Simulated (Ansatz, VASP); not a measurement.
# Two plane-wave programs on TiAl3

The input POSCAR:

```
TiAl3
1.0
    3.7092806890      0.0000000000      0.0000000000
    0.0000000000      3.7092806890      0.0000000000
    0.0000000000      0.0000000000      8.3069151719
Ti Al
2 6
Direct
    0.0000000000      0.0000000000      0.0000000000
    0.5000000000      0.5000000000      0.5000000000
    0.5000000000      0.5000000000      0.0000000000
    0.0000000000      0.5000000000      0.2500000000
    0.5000000000      0.0000000000      0.2500000000
    0.0000000000      0.0000000000      0.5000000000
    0.5000000000      0.0000000000      0.7500000000
    0.0000000000      0.5000000000      0.7500000000
```

File INCAR.step1:

```
PREC = Accurate
ENCUT = 520
ISMEAR = 0
SIGMA = 0.1
LREAL = False
LASPH = True
NELM = 80
NBANDS = 31
GGA = PE
ALGO = Normal
EDIFF = 1E-4
LWAVE = True
LCHARG = False
```

The input INCAR.step2:

```
PREC = Accurate
ENCUT = 520
EDIFF = 1E-6
ISMEAR = 0
SIGMA = 0.1
LREAL = False
LASPH = True
NELM = 80
ALGO = Normal
ISIF = 2
LWAVE = False
LCHARG = False
METAGGA = R2SCAN
LMIXTAU = True
NBANDS = 31
ISTART = 1
```

KPOINTS

```
Automatic mesh
0
Gamma
  10 10 4
```

Input for Ansatz:

```yaml
crystal:
  lattice:
    - [3.709280689, 0.0, 0.0]
    - [0.0, 3.709280689, 0.0]
    - [0.0, 0.0, 8.3069151719]
  atoms:
    - { symbol: Ti, position: [0.0, 0.0, 0.0] }
    - { symbol: Ti, position: [0.5, 0.5, 0.5] }
    - { symbol: Al, position: [0.5, 0.5, 0.0] }
    - { symbol: Al, position: [0.0, 0.5, 0.25] }
    - { symbol: Al, position: [0.5, 0.0, 0.25] }
    - { symbol: Al, position: [0.0, 0.0, 0.5] }
    - { symbol: Al, position: [0.5, 0.0, 0.75] }
    - { symbol: Al, position: [0.0, 0.5, 0.75] }
basis:
  ecutwfc: 500
kpoints:
  mp_grid: { grid: [10, 10, 4] }
hamiltonian:
  xc: r2scan
scf:
  occupations: { method: gaussian, width: 0.1 }
output:
  forces: true
  stress: true
  eigenvalues: true
```

Change from the starting cell: equal strain along all axes, cell held, atoms relaxed: -3.0 %.

Alike in both runs: task single point; functional r2SCAN; k mesh 10 × 10 × 4; occupations gaussian, width 0.1 eV; no spin polarisation.

```csv
,VASP,Ansatz
version,VASP 6.6.1,Ansatz 0.2.0
potentials or method,"VASP PAW PBE potentials, release 64 (Ti_sv, Al), cutoff 520 eV","scalar-relativistic, plane waves, PAW"
valence electrons in the cell,42,42
```

```csv
,VASP,Ansatz,Ansatz less VASP
gap on the k mesh at the Fermi level (eV),none,none,-
pressure (GPa),12.5,12.6,+0.07
"traceless stress, the component that is largest in VASP (GPa)",-0.18,-0.20,-0.017
```

VASP's potentials were made for PBE, not for r2SCAN. A gap of «none» marks a metal or a gap that the smearing closes.
